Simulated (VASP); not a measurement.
Crystal: GdO2.

```
Gd O
1.0
     3.37338    0.00000    0.00000
     0.00000    3.37338    0.00000
     0.00000    0.00000    6.46544
Gd O
2 4
Direct
  0.00000 0.50000 0.73211
  0.50000 0.00000 0.26789
  0.00000 0.00000 0.00000
  0.50000 0.50000 0.00000
  0.50000 0.00000 0.63542
  0.00000 0.50000 0.36458
```

Base run:

| Item | Value |
| --- | --- |
| Program | VASP 6.6.1 |
| Functional | LDA |
| Potentials or basis | VASP PAW PBE potentials, release 64 (Gd, O) |
| Cutoff | 520 eV |
| k mesh | 7 × 7 × 4 |
| Occupations | methfessel-paxton, width 0.05 eV |
| Spin | collinear spin, antiferromagnetic start |
| Starting moments | [7.0, -7.0, 0.0, 0.0, 0.0, 0.0] μB |
| Hubbard terms | Gd f U = 3.0 eV |

Its results: band gap on the k mesh zero (filled and empty bands overlap); pressure -10.9 GPa; net moment 0.00 μB per cell; site moments Gd +6.83, -6.83; O +0.00, -0.01, +0.01 (each value once) μB; largest force 0.108 eV/Å.

Question: The run is repeated on the same cell with these changes: hubbard terms from Gd f U = 3.0 eV to Gd f U = 1.0 eV; further incar settings from ALGO = Normal; EDIFF = 1e-07; NBANDS = 43 to ALGO = Normal; EDIFF = 1e-06; NBANDS = 43. What comes out?

Answer: Band gap on the k mesh zero (filled and empty bands overlap); pressure -11.6 GPa; net moment 0.00 μB per cell; site moments Gd +6.79, -6.79; O +0.00, -0.01, +0.01 (each value once) μB; largest force 0.136 eV/Å.

Caveats: the cell stands under tension; the PAW data sets were made with another functional, which shifts forces and pressure a little; spin-orbit coupling is left out, which moves the levels of the heavy elements.
